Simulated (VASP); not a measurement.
# Zr2HS4 in VASP: further runs

Zr2HS4 is run at these levels: PBE+D3(BJ); tasks: single point.

Everything below comes from runs of VASP 6.6.1. Logs are shortened: lines on timing, memory, paths and dates and some standing lists are left out, and cuts for length are marked.

## (1) The cell of the first run

The cell holds a slab with vacuum, 14 atoms: a = 7.298 Å, b = 7.298 Å, c = 20.917 Å, α = 90.00°, β = 90.00°, γ = 120.00°.

## (2) Single point, PBE+D3(BJ)

The input, INCAR:

```
ALGO = Normal
DIPOL = 0.5 0.5 0.278
EDIFF = 1E-6
ENCUT = 400
GGA = PE
GGA_COMPAT = False
IDIPOL = 3
ISIF = 2
ISMEAR = 0
IVDW = 12
LASPH = True
LCHARG = False
LDIPOL = True
LREAL = False
LWAVE = False
NBANDS = 62
NELM = 120
NELMDL = -8
PREC = Accurate
SIGMA = 0.05
```

The input, KPOINTS:

```
k-points
0
Gamma
  6 6 1
```

The input, POSCAR:

```
Zr2HS4
1.0
    7.2976778227      0.0000000000      0.0000000000
   -3.6488389114      6.3199743831      0.0000000000
    0.0000000000      0.0000000000     20.9171506047
S Zr H
8 4 2
Direct
    0.3333333333      0.1666666667      0.1912306354
    0.3333333333      0.6666666667      0.1912306354
    0.8333333333      0.1666666667      0.1912306354
    0.8333333333      0.6666666667      0.1912306354
    0.1666666667      0.3333333333      0.3306927762
    0.1666666667      0.8333333333      0.3306927762
    0.6666666667      0.3333333333      0.3306927762
    0.6666666667      0.8333333333      0.3306927762
    0.0000000000      0.0000000000      0.2609617058
    0.0000000000      0.5000000000      0.2609617058
    0.5000000000      0.0000000000      0.2609617058
    0.5000000000      0.5000000000      0.2609617058
    0.3282564982      0.6565129964      0.3828031244
    0.5050768351      1.0101536703      0.3828031244
```

Potentials or basis: VASP PAW PBE potentials, release 64 (S, Zr_sv, H).

Run with:

```console
$ cat potpaw_PBE.64/S/POTCAR potpaw_PBE.64/Zr_sv/POTCAR potpaw_PBE.64/H/POTCAR > POTCAR
$ mpirun -np 1 vasp_std > vasp.out
```

OUTCAR:

```text
EDIFF = 1E-6
   ENCUT = 400
   GGA = PE
   ISIF = 2
   ISMEAR = 0
   IVDW = 12
   LASPH = True
   LREAL = False
   NELM = 120
   NELMDL = -8
   PREC = Accurate
 IVDW          = 12

 ion  position               nearest neighbor table
   1  0.333  0.167  0.191-   9 2.56  12 2.56  11 2.56
   2  0.333  0.667  0.191-  10 2.56  11 2.56  12 2.56
   3  0.833  0.167  0.191-  11 2.56  10 2.56   9 2.56
   4  0.833  0.667  0.191-  12 2.56   9 2.56  10 2.56
   5  0.167  0.333  0.331-  12 2.56   9 2.56  10 2.56
   6  0.167  0.833  0.331-  11 2.56  10 2.56   9 2.56
   7  0.667  0.333  0.331-  10 2.56  11 2.56  12 2.56
   8  0.667  0.833  0.331-   9 2.56  12 2.56  11 2.56
   9  0.000  0.000  0.261-   1 2.56   8 2.56   5 2.56   4 2.56   6 2.56   3 2.56  12 3.65  12 3.65
                            11 3.65  11 3.65  10 3.65  10 3.65
  10  0.000  0.500  0.261-   2 2.56   7 2.56   6 2.56   3 2.56   4 2.56   5 2.56  11 3.65  11 3.65
                            12 3.65  12 3.65   9 3.65   9 3.65
  11  0.500  0.000  0.261-   3 2.56   6 2.56   2 2.56   7 2.56   1 2.56   8 2.56  10 3.65  10 3.65
                             9 3.65   9 3.65  12 3.65  12 3.65
  12  0.500  0.500  0.261-   4 2.56   5 2.56   1 2.56   8 2.56   7 2.56   2 2.56   9 3.65   9 3.65
                            10 3.65  10 3.65  11 3.65  11 3.65
  13  0.328  0.657  0.383-
  14  0.505  0.010  0.383-

  LATTYP: Found a hexagonal cell.
 ALAT       =     7.2976778227
 C/A-ratio  =     2.8662748771

  Lattice vectors:

 A1 = (   7.2976778227,   0.0000000000,   0.0000000000)
 A2 = (  -3.6488389114,   6.3199743831,   0.0000000000)
 A3 = (   0.0000000000,   0.0000000000,  20.9171506047)

Analysis of symmetry for initial positions (statically):
=====================================================================
 Subroutine PRICEL returns:
 Original cell was already a primitive cell.

 Routine SETGRP: Setting up the symmetry group for a
 hexagonal supercell.

 Subroutine GETGRP returns: Found  2 space group operations
 (whereof  2 operations were pure point group operations)
 out of a pool of 24 trial point group operations.

The static configuration has the point symmetry C_1h.

Analysis of symmetry for dynamics (positions and initial velocities):
=====================================================================
 Subroutine PRICEL returns:
 Original cell was already a primitive cell.

 Routine SETGRP: Setting up the symmetry group for a
 hexagonal supercell.

 Subroutine GETGRP returns: Found  2 space group operations
 (whereof  2 operations were pure point group operations)
 out of a pool of 24 trial point group operations.

The dynamic configuration has the point symmetry C_1h.

 Subroutine INISYM returns: Found  2 space group operations
 (whereof  2 operations are pure point group operations),
 and found     1 'primitive' translations

----------------------------------------------------------------------------------------

                                     Primitive cell

  volume of cell :     964.7228

  direct lattice vectors                    reciprocal lattice vectors
     7.297677823  0.000000000  0.000000000     0.137029891  0.079114245  0.000000000
    -3.648838911  6.319974383  0.000000000     0.000000000  0.158228489  0.000000000
     0.000000000  0.000000000 20.917150605     0.000000000  0.000000000  0.047807659

  length of vectors
     7.297677823  7.297677823 20.917150605     0.158228489  0.158228489  0.047807659

  position of ions in fractional coordinates (direct lattice)
     0.333333333  0.166666667  0.191230635
     0.333333333  0.666666667  0.191230635
     0.833333333  0.166666667  0.191230635
     0.833333333  0.666666667  0.191230635
     0.166666667  0.333333333  0.330692776
     0.166666667  0.833333333  0.330692776
     0.666666667  0.333333333  0.330692776
     0.666666667  0.833333333  0.330692776
     0.000000000  0.000000000  0.260961706
     0.000000000  0.500000000  0.260961706
     0.500000000  0.000000000  0.260961706
     0.500000000  0.500000000  0.260961706
     0.328256498  0.656512996  0.382803124
     0.505076835  0.010153670  0.382803124

  ion indices of the primitive-cell ions
[... 36 lines left out ...]

 Subroutine IBZKPT returns following result:
 ===========================================

 Found     13 irreducible k-points:

 Following reciprocal coordinates:
            Coordinates               Weight
  0.000000  0.000000  0.000000      1.000000
  0.166667  0.000000  0.000000      4.000000
  0.000000  0.166667  0.000000      2.000000
  0.333333  0.000000  0.000000      4.000000
  0.000000  0.333333  0.000000      2.000000
  0.500000  0.000000  0.000000      2.000000
  0.000000  0.500000  0.000000      1.000000
  0.166667  0.166667  0.000000      4.000000
 -0.333333  0.166667  0.000000      2.000000
  0.333333  0.166667  0.000000      4.000000
 -0.166667  0.500000  0.000000      4.000000
  0.500000  0.333333  0.000000      4.000000
  0.333333  0.333333  0.000000      2.000000
   k-points           NKPTS =     13   k-points in BZ     NKDIM =     13   number of bands    NBANDS=     62
   number of dos      NEDOS =    301   number of ions     NIONS =     14
   total plane-waves  NPLWV = 322560
   dimension x,y,z NGX =    48 NGY =   48 NGZ =  140
   dimension x,y,z NGXF=    96 NGYF=   96 NGZF=  280
   ions per type =               8   4   2
   NGX,Y,Z   is equivalent  to a cutoff of  10.93, 10.93, 11.13 a.u.
   NGXF,Y,Z  is equivalent  to a cutoff of  21.87, 21.87, 22.25 a.u.
 SYSTEM =  unknown system
   PREC   = accura    normal or accurate (medium, high low for compatibility)
   ISTART =      0    job   : 0-new  1-cont  2-samecut
   ICHARG =      2    charge: 1-file 2-atom 10-const
   ISPIN  =      1    spin polarized calculation?
   LNONCOLLINEAR =      F non collinear calculations
   LSORBIT =      F    spin-orbit coupling
   LASPH  =      T    aspherical Exc in radial PAW
   ENCUT  =  400.0 eV  29.40 Ry    5.42 a.u.  11.90 11.90 34.11*2*pi/ulx,y,z
   NELM   =    120;   NELMIN=  2; NELMDL= -8     # of ELM steps
   EDIFF  = 0.1E-05   stopping-criterion for ELM
   LREAL  =      F    real-space projection
   EDIFFG = 0.1E-04   stopping-criterion for IOM
   NSW    =      0    number of steps for IOM
   IBRION =     -1    ionic relax: 0-MD 1-quasi-New 2-CG
   NFREE  =      0    steps in history (QN), initial steepest desc. (CG)
   ISIF   =      2    stress and relaxation
   ISYM   =      2    0-nonsym 1-usesym 2-fastsym
   POTIM  = 0.5000    time-step for ionic-motion
   TEBEG  =    0.0;   TEEND  =   0.0 temperature during run
   PSTRESS=    0.0 pullay stress
   NELECT =      98.0000    total number of electrons
   NUPDOWN=      -1.0000    fix difference up-down
   EMIN   =  10.00;   EMAX   =-10.00  energy-range for DOS
   EFERMI =   0.00;   METHOD = LEGACY
   ISMEAR =     0;   SIGMA  =   0.05  broadening in eV -4-tet -1-fermi 0-gaus
   EFERMI_NEDOS =   21; number of points for ismear=-14 and -15
   IALGO  =     38    algorithm
   IMIX   =      4    mixing-type and parameters
     AMIX     =   0.40;   BMIX     =  1.00
     AMIX_MAG =   1.60;   BMIX_MAG =  1.00
  volume/ion in A,a.u.               =      68.91       465.02
  Fermi-wavevector in a.u.,A,eV,Ry     =   0.763864  1.443494  7.938838  0.583488
  Thomas-Fermi vector in A             =   1.863639
   LORBIT       =      0    0 simple, 1 ext, 2 COOP (PROOUT), +10 PAW based schemes
   GGA     = PE    functional components
   LHFCALC =     F    Hartree Fock is set to
   AEXX    =    0.0000 exact exchange contribution
   IVDW    =    12    specifies the selected vdW correction
   LEPSILON=     F    determine dielectric tensor
   LRPA    =     F    only Hartree local field effects (RPA)
 non-spin polarized calculation
 Gauss-broadening in eV      SIGMA  =   0.05
  energy-cutoff  :      400.00
  volume of cell :      964.72
 maximum number of plane-waves:     17598
   NGX = 23   NGY = 23   NGZ = 69

 number of electron      98.0000015 magnetization

 dipolmoment           0.000000      0.000000     -0.042143 electrons x Angstroem

 Free energy of the ion-electron system (eV)
  ---------------------------------------------------
  ext. energy  EPLUGINS =         0.00000000
  ---------------------------------------------------
  free energy    TOTEN  =       -87.48120000 eV

  energy without entropy =      -87.47892117  energy(sigma->0) =      -87.48006059

 E-fermi :  -2.3144     XC(G=0):  -3.2633

 val. band max:       -2.3711509660   @ k =  -0.3333   0.1667   0.0000
 cond. band min:      -2.2811189632   @ k =   0.0000   0.5000   0.0000
 fundamental gap:      0.0900320028
 Fermi energy:        -2.3143890669

 k-point     1 :       0.0000    0.0000    0.0000
  band No.  band energies     occupation
      1     -52.0100      2.00000
      2     -51.9543      2.00000
      3     -51.9375      2.00000
      4     -51.9313      2.00000
      5     -30.1940      2.00000
      6     -30.1911      2.00000
[... 821 lines left out ...]
     60       0.3560      0.00000
     61       0.3624      0.00000
 [bands above 61 left out]

------------------------ aborting loop because EDIFF is reached ----------------------------------------

 vacuum level on the upper side and lower side of the slab       (xc-potential included)        -0.190        -0.021

 Edisp (eV)   -3.18172

 E8    (eV) :    -1.4093

  FORCE on cell =-STRESS in cart. coord.  units (eV):
  Direction    XX          YY          ZZ          XY          YZ          ZX
  --------------------------------------------------------------------------------------
  -------------------------------------------------------------------------------------
  Total       1.18839    -3.56691    -0.07140     0.00000    -0.21221     0.00000
  in kB       1.97364    -5.92379    -0.11859     0.00000    -0.35243     0.00000
  external pressure =       -1.36 kB  Pullay stress =        0.00 kB

 VOLUME and BASIS-vectors are now :
 -----------------------------------------------------------------------------
  energy-cutoff  :      400.00
  volume of cell :      964.72
      direct lattice vectors                 reciprocal lattice vectors
     7.297677823  0.000000000  0.000000000     0.137029891  0.079114245  0.000000000
    -3.648838911  6.319974383  0.000000000     0.000000000  0.158228489  0.000000000
     0.000000000  0.000000000 20.917150605     0.000000000  0.000000000  0.047807659

 POSITION                                       TOTAL-FORCE (eV/Angst)
 -----------------------------------------------------------------------------------
      1.82442      1.05333      4.00000         0.022672     -0.070435      0.086840
     -0.00000      4.21332      4.00000        -0.000000      0.031268      0.001406
      5.47326      1.05333      4.00000        -0.022672     -0.070435      0.086840
      3.64884      4.21332      4.00000        -0.000000      0.021227     -0.033980
      0.00000      2.10666      6.91715        -0.000000      0.714260      0.921941
     -1.82442      5.26665      6.91715        -0.259021     -0.278626      0.186644
      3.64884      2.10666      6.91715        -0.000000      0.203313      0.521060
      1.82442      5.26665      6.91715         0.259021     -0.278626      0.186644
      0.00000      0.00000      5.45858         0.000000     -0.303590     -0.457124
     -1.82442      3.15999      5.45858        -0.101275      0.200917     -0.334939
      3.64884      0.00000      5.45858         0.000000     -0.029990      0.047591
      1.82442      3.15999      5.45858         0.101275      0.200917     -0.334939
     -0.00000      4.14915      8.00715        -0.000000      0.086564     -0.042538
      3.64884      0.06417      8.00715         0.000000     -0.426762     -0.835448
 -----------------------------------------------------------------------------------
    total drift:                                0.000000     -0.000006      0.000821

  FREE ENERGIE OF THE ION-ELECTRON SYSTEM (eV)
  ---------------------------------------------------
  free  energy   TOTEN  =       -90.6629159179 eV

  energy  without entropy=      -90.6606370854  energy(sigma->0) =      -90.66177650

 vacuum level on the upper side and lower side of the slab         2.950         3.126
```

It took 14 min on 1 thread of Intel Xeon 6975P-C (Granite Rapids), shared host; peak memory 0.88 GiB.

What came out:

```
Free energy                : -90.6629 eV
Largest force              : 1.166 eV/Å
Band gap on the k mesh     : 0.09 eV (least direct gap 0.16 eV)
Dispersion energy per atom : -0.227 eV
```

Forces on the atoms (eV/Å):
```
S    0.023 -0.070  0.087
S    0.000  0.031  0.001
S   -0.023 -0.070  0.087
S    0.000  0.021 -0.034
S    0.000  0.714  0.922
S   -0.259 -0.279  0.187
S    0.000  0.203  0.521
S    0.259 -0.279  0.187
Zr   0.000 -0.304 -0.457
Zr  -0.101  0.201 -0.335
Zr   0.000 -0.030  0.048
Zr   0.101  0.201 -0.335
H    0.000  0.087 -0.043
H    0.000 -0.427 -0.835
```

## (3) Single point, PBE+D3(BJ)

The input, INCAR:

```
SYSTEM = Zr2HS4
PREC = Accurate
ENCUT = 400
EDIFF = 1E-6
ISMEAR = 0
SIGMA = 0.05
LREAL = .FALSE.
LASPH = .TRUE.
NELM = 120
ALGO = Normal
ISIF = 2
LWAVE = .FALSE.
LCHARG = .TRUE.
LDIPOL = .TRUE.
IDIPOL = 3
DIPOL = 0.5 0.5 0.274
GGA = PE
IVDW = 12
LELF = .TRUE.
LVHAR = .TRUE.
LVACPOTAV = .TRUE.
NBANDS = 62
GGA_COMPAT = .FALSE.
NELMDL = -8
```

The input, KPOINTS:

```
regular mesh
0
G
  6 6 1
  0 0 0
```

POSCAR, as its differences from that of step 2:

```diff
@@ -20,3 +20,3 @@
     0.5000000000      0.5000000000      0.2609617058
-    0.3282564982      0.6565129964      0.3828031244
-    0.5050768351      1.0101536703      0.3828031244
+    0.3699497052      0.7398994103      0.3522062227
+    0.4633836282      0.9267672564      0.3522062227
```

Potentials or basis: VASP PAW PBE potentials, release 64 (S, Zr_sv, H).

Run with:

```console
$ cat potpaw_PBE.64/S/POTCAR potpaw_PBE.64/Zr_sv/POTCAR potpaw_PBE.64/H/POTCAR > POTCAR
$ mpirun -np 1 vasp_std > vasp.out
```

Run time: 29 min. Hardware: 1 thread of Intel Xeon Platinum 8259CL at 2.50GHz (Skylake/Cascade Lake), shared host; peak memory 0.9 GiB.

The run converged. Its results:

```yaml
Free_energy: -91.7362 eV
Largest_force: 2.122 eV/Å
Band_gap_on_the_k_mesh: 0.03 eV (least direct gap 0.49 eV)
Dispersion_energy_per_atom: -0.225 eV
```

Forces on the atoms (eV/Å):
```
S   -0.073 -0.032  0.018
S    0.000 -0.065 -0.121
S    0.073 -0.032  0.018
S    0.000  0.024 -0.078
S    0.000 -0.007  0.514
S   -1.878 -0.905  0.399
S    0.000  0.153  0.206
S    1.878 -0.905  0.399
Zr   0.000  0.141 -0.661
Zr  -0.207  0.052 -0.337
Zr   0.000  0.171 -0.182
Zr   0.207  0.052 -0.337
H    0.000  1.817 -0.366
H    0.000 -0.464  0.529
```

Levels at points of the mesh, in eV from the valence-band top:
```csv
k point,band 45,band 46,band 47,band 48,band 49,band 50,band 51,band 52,band 53,band 54
"(0.00, 0.00, 0.00)",-1.96,-1.92,-1.09,-1.08,-0.76,0.03,0.14,0.51,0.78,1.00
"(0.50, 0.00, 0.00)",-1.94,-1.82,-1.56,-1.53,-0.06,0.43,0.51,0.99,1.33,1.75
"(0.00, 0.50, 0.00)",-2.05,-1.76,-1.64,-1.50,-0.54,0.56,0.72,1.01,1.33,1.79
```

(Continued in part 2 of 2.)

The gap in the log of VASP goes by the Fermi energy; the results here count the filled bands.